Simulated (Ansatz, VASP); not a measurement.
## AgI: VASP beside Ansatz

Contents of INCAR:

```
PREC = Accurate ; ENCUT = 500
EDIFF = 1E-7 ; ISMEAR = -1
SIGMA = 0.05 ; LREAL = False
LASPH = True ; NELM = 120
ALGO = Normal ; ISIF = 3
LWAVE = False ; LCHARG = False
GGA = CA ; IBRION = 2
NSW = 100 ; EDIFFG = -0.002
GGA_COMPAT = False ; NELMIN = 4
```

File KPOINTS:

```
Automatic mesh
0
Gamma
  8 8 4
```

The input POSCAR:

```
AgI
1.0
    4.5900000000      0.0000000000      0.0000000000
   -2.2950000000      3.9750566034      0.0000000000
    0.0000000000      0.0000000000      7.5200000000
Ag I
2 2
Direct
    0.6666666667      0.3333333333      0.6300000000
    0.3333333333      0.6666666667      0.1300000000
    0.6666666667      0.3333333333      0.0000000000
    0.3333333333      0.6666666667      0.5000000000
```

Input for Ansatz:

```yaml
crystal:
  lattice:
    - [4.59000000001, 0.0, 0.0]
    - [-2.29500000001, 3.97505660338, 0.0]
    - [0.0, 0.0, 7.52]
  atoms:
    - { symbol: Ag, position: [0.666666666667, 0.333333333333, 0.63] }
    - { symbol: Ag, position: [0.333333333333, 0.666666666667, 0.13] }
    - { symbol: I, position: [0.666666666667, 0.333333333333, 0.0] }
    - { symbol: I, position: [0.333333333333, 0.666666666667, 0.5] }
kpoints:
  mp_grid: { grid: [8, 8, 4] }
scf:
  occupations: { method: fermi_dirac, width: 0.05 }
hamiltonian:
  xc: lda
  pseudopotentials: { kind: paw }
relax:
  f_tol: 0.002
  max_steps: 80
  cell: {}
output:
  forces: true
  stress: true
  write_density: true
  write_potential: true
  elf: true
  volumetric_format: npy
```

Alike in both runs: task relaxation of cell and atoms; functional LDA; k mesh 8 × 8 × 4; occupations fermi-dirac, width 0.05 eV; no spin polarisation.

|  | VASP | Ansatz |
| --- | --- | --- |
| version | VASP 6.6.1 | Ansatz 0.2.0 |
| potentials or method | VASP PAW LDA potentials, release 64 (Ag, I) | PAW with Ansatz's default frozen-core files, scalar-relativistic |
| plane-wave cutoff (eV) | 500 | 420 |
| valence electrons in the cell | 36 | 72 |

Ansatz gave:

```
relaxed volume (Å³/atom)                                     : 31.97
relaxed cell length with the largest relative difference (Å) : 7.341
```

Task: Estimate VASP's values.

Result: Relaxed volume (Å³/atom): 31.97; relaxed cell length with the largest relative difference (Å): 7.342.

LDA's correlation is that of Perdew and Zunger in VASP and of Perdew and Wang (1992) in Ansatz. VASP's potentials hold 36 valence electrons a cell and Ansatz's 72, so a difference there can come from the potentials and not from the codes.

Neither program's run includes spin-orbit coupling.
